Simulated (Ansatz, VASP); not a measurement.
# GaAs in VASP and in Ansatz

INCAR

```
PREC = Accurate
ENCUT = 500
EDIFF = 1E-6
ISMEAR = 0
SIGMA = 0.03
LREAL = F
LASPH = T
NELM = 120
ALGO = Normal
ISIF = 2
LWAVE = F
LCHARG = T
GGA = PE
LELF = T
LVHAR = T
NBANDS = 16
GGA_COMPAT = F
```

Contents of KPOINTS:

```
regular mesh
0
Gamma
  10 10 10
```

The input POSCAR:

```
GaAs
1.0
    0.0000000000      3.0163268808      2.8008749607
    3.0163268808      0.0000000000      2.8008749607
    3.0163268808      3.0163268808      0.0000000000
Ga As
1 1
Direct
    0.0000000000      0.0000000000      0.0000000000
    0.7500000000      0.7500000000      0.7500000000
```

Input for Ansatz:

```yaml
crystal:
  lattice:
    - [0.0, 3.0163268808, 2.8008749607]
    - [3.0163268808, 0.0, 2.8008749607]
    - [3.0163268808, 3.0163268808, 0.0]
  atoms:
    - { symbol: Ga, position: [0.0, 0.0, 0.0] }
    - { symbol: As, position: [0.75, 0.75, 0.75] }
basis:
  ecutwfc: 420
kpoints:
  mp_grid: { grid: [10, 10, 10] }
hamiltonian:
  xc: pbe
scf:
  occupations: { method: gaussian, width: 0.03 }
output:
  forces: true
  stress: true
  eigenvalues: true
```

Change from the starting cell: strain +0.050 along x and y, -0.025 along z, atoms carried along.

Alike in both runs: task single point; functional PBE; k mesh 10 × 10 × 10; occupations gaussian, width 0.03 eV; no spin polarisation.

```csv
,VASP,Ansatz
version,VASP 6.6.1,Ansatz 0.2.0
potentials or method,"VASP PAW PBE potentials, release 64 (Ga_d, As), cutoff 500 eV","scalar-relativistic, plane waves, PAW"
valence electrons in the cell,18,28
```

VASP gave:

| Quantity | Value |
| --- | --- |
| gap on the k mesh at the Fermi level (eV) | 0.23 |
| least direct gap on the mesh (eV) | 0.34 |
| pressure (GPa) | -3.6 |
| traceless stress, the component that is largest in VASP (GPa) | 2.38 |

Problem. Estimate Ansatz's values.

Solution. gap on the k mesh at the Fermi level (eV): 0.23; least direct gap on the mesh (eV): 0.34; pressure (GPa): -3.7; traceless stress, the component that is largest in VASP (GPa): 2.39.

VASP's potentials hold 18 valence electrons a cell and Ansatz's 28, so a difference there can come from the potentials and not from the codes.
